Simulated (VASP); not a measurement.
# NaI (Fm-3m) in VASP: settings compared

Aim: see how the results for NaI move with the level of theory and the settings. Levels: PBEsol, PBEsol+D3(BJ), PBEsol+D4. Tasks: relaxation of cell and atoms.

Everything below comes from runs of VASP 6.6.1. Logs are shortened: lines on timing, memory, paths and dates and some standing lists are left out, and cuts for length are marked.

## Step 1: The cell of the first run

Symmetry: Fm-3m, No. 225, cubic system. The conventional cell has a = 6.473 Å, b = 6.473 Å, c = 6.473 Å, α = 90.00°, β = 90.00°, γ = 90.00°. Within 4.3 Å of I (site symmetry m-3m) lie 6 Na at 3.24 Å. Na (site symmetry m-3m) has 6 I at 3.24 Å within 4.3 Å.

## Step 2: Relaxation of cell and atoms, PBEsol

Contents of INCAR:

```
SYSTEM = NaI
  PREC = Accurate
  ENCUT = 600
  EDIFF = 1E-6
  ISMEAR = -1
  SIGMA = 0.05
  LREAL = .False.
  LASPH = .True.
  NELM = 80
  ALGO = Normal
  ISIF = 3
  LWAVE = .False.
  LCHARG = .False.
  GGA = PS
  IBRION = 2
  NSW = 60
  EDIFFG = -0.01
```

Contents of KPOINTS:

```
Automatic mesh
0
Gamma
  7 7 7
  0 0 0
```

Contents of POSCAR:

```
NaI
1.0
    0.0000000000      3.2364000000      3.2364000000
    3.2364000000      0.0000000000      3.2364000000
    3.2364000000      3.2364000000      0.0000000000
I Na
1 1
Direct
    0.5000000000      0.5000000000      0.5000000000
    0.0000000000      0.0000000000      0.0000000000
```

Potentials or basis: VASP PAW PBE potentials, release 64 (I, Na_pv).

Started as:

```bash
> cat potpaw_PBE.64/I/POTCAR potpaw_PBE.64/Na_pv/POTCAR > POTCAR
> mpirun -np 1 vasp_std > vasp.out
```

OUTCAR:

```text
SYSTEM = NaI
   PREC = Accurate
   ENCUT = 600
   EDIFF = 1E-6
   ISMEAR = -1
   LREAL = .False.
   LASPH = .True.
   NELM = 80
   ISIF = 3
   GGA = PS
   IBRION = 2
   NSW = 60
   EDIFFG = -0.01

 ion  position               nearest neighbor table
   1  0.500  0.500  0.500-
   2  0.000  0.000  0.000-

  LATTYP: Found a face centered cubic cell.
 ALAT       =     6.4728000000

  Lattice vectors:

 A1 = (   0.0000000000,   3.2364000000,   3.2364000000)
 A2 = (   3.2364000000,   0.0000000000,   3.2364000000)
 A3 = (   3.2364000000,   3.2364000000,   0.0000000000)

Analysis of symmetry for initial positions (statically):
=====================================================================
 Subroutine PRICEL returns:
 Original cell was already a primitive cell.

 Routine SETGRP: Setting up the symmetry group for a
 face centered cubic supercell.

 Subroutine GETGRP returns: Found 48 space group operations
 (whereof 48 operations were pure point group operations)
 out of a pool of 48 trial point group operations.

The static configuration has the point symmetry O_h .

Analysis of symmetry for dynamics (positions and initial velocities):
=====================================================================
 Subroutine PRICEL returns:
 Original cell was already a primitive cell.

 Routine SETGRP: Setting up the symmetry group for a
 face centered cubic supercell.

 Subroutine GETGRP returns: Found 48 space group operations
 (whereof 48 operations were pure point group operations)
 out of a pool of 48 trial point group operations.

The dynamic configuration has the point symmetry O_h .

 Subroutine INISYM returns: Found 48 space group operations
 (whereof 48 operations are pure point group operations),
 and found     1 'primitive' translations

----------------------------------------------------------------------------------------

                                     Primitive cell

  volume of cell :      67.7980

  direct lattice vectors                    reciprocal lattice vectors
     0.000000000  3.236400000  3.236400000    -0.154492646  0.154492646  0.154492646
     3.236400000  0.000000000  3.236400000     0.154492646 -0.154492646  0.154492646
     3.236400000  3.236400000  0.000000000     0.154492646  0.154492646 -0.154492646

  length of vectors
     4.576960773  4.576960773  4.576960773     0.267589113  0.267589113  0.267589113

  position of ions in fractional coordinates (direct lattice)
     0.500000000  0.500000000  0.500000000
     0.000000000  0.000000000  0.000000000

  ion indices of the primitive-cell ions
   primitive index   ion index
                 1           1
                 2           2

----------------------------------------------------------------------------------------

 KPOINTS: Automatic mesh

Automatic generation of k-mesh.
 Grid dimensions read from file:
 generate k-points for:    7    7    7

 Generating k-lattice:

  Cartesian coordinates                     Fractional coordinates (reciprocal lattice)
    -0.022070378  0.022070378  0.022070378     0.142857143  0.000000000  0.000000000
     0.022070378 -0.022070378  0.022070378     0.000000000  0.142857143  0.000000000
     0.022070378  0.022070378 -0.022070378     0.000000000  0.000000000  0.142857143

  Length of vectors
     0.038227016  0.038227016  0.038227016

  Shift w.r.t. Gamma in fractional coordinates (k-lattice)
     0.000000000  0.000000000  0.000000000

 Subroutine IBZKPT returns following result:
 ===========================================

 Found     20 irreducible k-points:

 Following reciprocal coordinates:
            Coordinates               Weight
  0.000000  0.000000  0.000000      1.000000
  0.142857  0.000000  0.000000      8.000000
  0.285714  0.000000  0.000000      8.000000
  0.428571  0.000000  0.000000      8.000000
  0.142857  0.142857  0.000000      6.000000
  0.285714  0.142857  0.000000     24.000000
[... 12 lines left out ...]
 -0.428571  0.428571  0.142857     24.000000
 -0.285714  0.428571  0.142857     24.000000
   k-points           NKPTS =     20   k-points in BZ     NKDIM =     20   number of bands    NBANDS=     11
   number of dos      NEDOS =    301   number of ions     NIONS =      2
   total plane-waves  NPLWV =  64000
   dimension x,y,z NGX =    40 NGY =   40 NGZ =   40
   dimension x,y,z NGXF=    80 NGYF=   80 NGZF=   80
   ions per type =               1   1
   NGX,Y,Z   is equivalent  to a cutoff of  14.53, 14.53, 14.53 a.u.
   NGXF,Y,Z  is equivalent  to a cutoff of  29.06, 29.06, 29.06 a.u.
 SYSTEM =  NaI
   PREC   = accura    normal or accurate (medium, high low for compatibility)
   ISTART =      0    job   : 0-new  1-cont  2-samecut
   ICHARG =      2    charge: 1-file 2-atom 10-const
   ISPIN  =      1    spin polarized calculation?
   LNONCOLLINEAR =      F non collinear calculations
   LSORBIT =      F    spin-orbit coupling
   LASPH  =      T    aspherical Exc in radial PAW
   ENCUT  =  600.0 eV  44.10 Ry    6.64 a.u.   9.14  9.14  9.14*2*pi/ulx,y,z
   NELM   =     80;   NELMIN=  2; NELMDL= -5     # of ELM steps
   EDIFF  = 0.1E-05   stopping-criterion for ELM
   LREAL  =      F    real-space projection
   EDIFFG = -.1E-01   stopping-criterion for IOM
   NSW    =     60    number of steps for IOM
   IBRION =      2    ionic relax: 0-MD 1-quasi-New 2-CG
   NFREE  =      1    steps in history (QN), initial steepest desc. (CG)
   ISIF   =      3    stress and relaxation
   ISYM   =      2    0-nonsym 1-usesym 2-fastsym
   POTIM  = 0.5000    time-step for ionic-motion
   TEBEG  =    0.0;   TEEND  =   0.0 temperature during run
   PSTRESS=    0.0 pullay stress
   NELECT =      14.0000    total number of electrons
   NUPDOWN=      -1.0000    fix difference up-down
   EMIN   =  10.00;   EMAX   =-10.00  energy-range for DOS
   EFERMI =   0.00;   METHOD = LEGACY
   ISMEAR =    -1;   SIGMA  =   0.05  broadening in eV -4-tet -1-fermi 0-gaus
   EFERMI_NEDOS =   21; number of points for ismear=-14 and -15
   IALGO  =     38    algorithm
   IMIX   =      4    mixing-type and parameters
     AMIX     =   0.40;   BMIX     =  1.00
     AMIX_MAG =   1.60;   BMIX_MAG =  1.00
  volume/ion in A,a.u.               =      33.90       228.76
  Fermi-wavevector in a.u.,A,eV,Ry     =   0.967636  1.828567 12.739397  0.936319
  Thomas-Fermi vector in A             =   2.097538
   LORBIT       =      0    0 simple, 1 ext, 2 COOP (PROOUT), +10 PAW based schemes
   GGA     = PS    functional components
   LHFCALC =     F    Hartree Fock is set to
   AEXX    =    0.0000 exact exchange contribution
   IVDW    =     0    specifies the selected vdW correction
   LEPSILON=     F    determine dielectric tensor
   LRPA    =     F    only Hartree local field effects (RPA)
 conjugate gradient relaxation of ions
 non-spin polarized calculation
  energy-cutoff  :      600.00
  volume of cell :       67.80
 maximum number of plane-waves:      2281
 NGX is ok and might be reduce to    40
   NGX = 19   NGY = 19   NGZ = 19

--------------------------------------- Ionic step        1  -------------------------------------------

 number of electron      13.9999994 magnetization

 Free energy of the ion-electron system (eV)
  ---------------------------------------------------
  ext. energy  EPLUGINS =         0.00000000
  ---------------------------------------------------
  free energy    TOTEN  =        -5.66691543 eV

  energy without entropy =       -5.66691543  energy(sigma->0) =       -5.66691543

------------------------ aborting loop because EDIFF is reached ----------------------------------------

  FORCE on cell =-STRESS in cart. coord.  units (eV):
  Direction    XX          YY          ZZ          XY          YZ          ZX
  --------------------------------------------------------------------------------------
  -------------------------------------------------------------------------------------
  Total       -0.2043909     -0.2043909     -0.2043909      0.0000000      0.0000000     -0.0000000
  in kB       -4.8300929     -4.8300929     -4.8300929      0.0000000      0.0000000     -0.0000000
  external PRESSURE =      -4.8300929 kB  Pullay stress =       0.0000000 kB

 VOLUME and BASIS-vectors are now :
 -----------------------------------------------------------------------------
  energy-cutoff  :      600.00
  volume of cell :       67.80
      direct lattice vectors                 reciprocal lattice vectors
     0.000000000  3.236400000  3.236400000    -0.154492646  0.154492646  0.154492646
     3.236400000  0.000000000  3.236400000     0.154492646 -0.154492646  0.154492646
     3.236400000  3.236400000  0.000000000     0.154492646  0.154492646 -0.154492646
[... 37 lines left out ...]
 POSITION                                       TOTAL-FORCE (eV/Angst)
 -----------------------------------------------------------------------------------
      3.22044      3.22044      3.22044         0.000000     -0.000000     -0.000000
      0.00000      3.22044      3.22044        -0.000000      0.000000      0.000000
 -----------------------------------------------------------------------------------
    total drift:                               -0.000000     -0.000000     -0.000000

  FREE ENERGIE OF THE ION-ELECTRON SYSTEM (eV)
  ---------------------------------------------------
  free  energy   TOTEN  =        -5.6692490109 eV

  energy  without entropy=       -5.6692490108  energy(sigma->0) =       -5.66924901

--------------------------------------- Ionic step        3  -------------------------------------------

 number of electron      14.0000002 magnetization

 Free energy of the ion-electron system (eV)
  ---------------------------------------------------
  ext. energy  EPLUGINS =         0.00000000
  ---------------------------------------------------
  free energy    TOTEN  =        -5.67010339 eV

  energy without entropy =       -5.67010339  energy(sigma->0) =       -5.67010339

 E-fermi :   1.9918     XC(G=0):  -7.9616

 val. band max:        0.9181034793   @ k =   0.0000   0.0000   0.0000
 cond. band min:       4.4973118681   @ k =   0.0000   0.0000   0.0000
 fundamental gap:      3.5792083888
 Fermi energy:         1.9917853711

 k-point     1 :       0.0000    0.0000    0.0000
  band No.  band energies     occupation
      1     -21.2967      2.00000
      2     -21.2967      2.00000
      3     -21.2967      2.00000
      4     -10.2143      2.00000
      5       0.9181      2.00000
      6       0.9181      2.00000
      7       0.9181      2.00000
      8       4.4973      0.00000
      9       8.7626      0.00000
     10       8.7626      0.00000
     11       8.7626      0.00000

 k-point     2 :       0.1429    0.0000    0.0000
  band No.  band energies     occupation
      1     -21.2979      2.00000
      2     -21.2968      2.00000
      3     -21.2968      2.00000
      4     -10.1536      2.00000
      5       0.2993      2.00000
      6       0.8563      2.00000
      7       0.8563      2.00000
      8       5.1672      0.00000
      9       8.3222      0.00000
     10       8.9494      0.00000
     11       8.9494      0.00000
[... 272 lines left out ...]
 POSITION                                       TOTAL-FORCE (eV/Angst)
 -----------------------------------------------------------------------------------
      3.20583      3.20583      3.20583        -0.000000     -0.000000     -0.000000
      0.00000      0.00000      0.00000         0.000000      0.000000      0.000000
 -----------------------------------------------------------------------------------
    total drift:                                0.000000     -0.000000     -0.000000

  FREE ENERGIE OF THE ION-ELECTRON SYSTEM (eV)
  ---------------------------------------------------
  free  energy   TOTEN  =        -5.6701033872 eV

  energy  without entropy=       -5.6701033871  energy(sigma->0) =       -5.67010339

 reached required accuracy - stopping structural energy minimisation
```

It took 70 s on 1 thread of Intel Xeon 8259CL, shared host; peak memory 0.25 GiB.

What came out:

- Free energy: -5.6701 eV
- Relaxed volume: 32.95 Å³/atom
- Relaxed cell: a = 4.534 Å, b = 4.534 Å, c = 4.534 Å, α = 60.00°, β = 60.00°, γ = 60.00°
- Space group after relaxing (to 0.1 Å): Fm-3m (No. 225)
- Energy gained by relaxing: 1.6 meV/atom
- Ionic steps: 3
- Pressure after relaxing: 0.0 GPa
- Band gap on the k mesh: 3.58 eV

Step by step:
```
step  energy change (eV)  largest force (eV/Å)  pressure (GPa)  volume (Å³)
   1              0.0000                0.0000           -0.48        67.80
   2             -0.0023                0.0000           -0.26        66.80
   3             -0.0032                0.0000           -0.03        65.89
```

Final structure:
```
I Na
1.0
     0.00000    3.20583    3.20583
     3.20583    0.00000    3.20583
     3.20583    3.20583    0.00000
I Na
1 1
Direct
  0.50000 0.50000 0.50000
  0.00000 0.00000 0.00000
```

Caveat: the PAW data sets were made with another functional, which shifts forces and pressure a little; spin-orbit coupling is left out, which moves the levels of the heavy elements.

(Continued in part 2 of 2.)
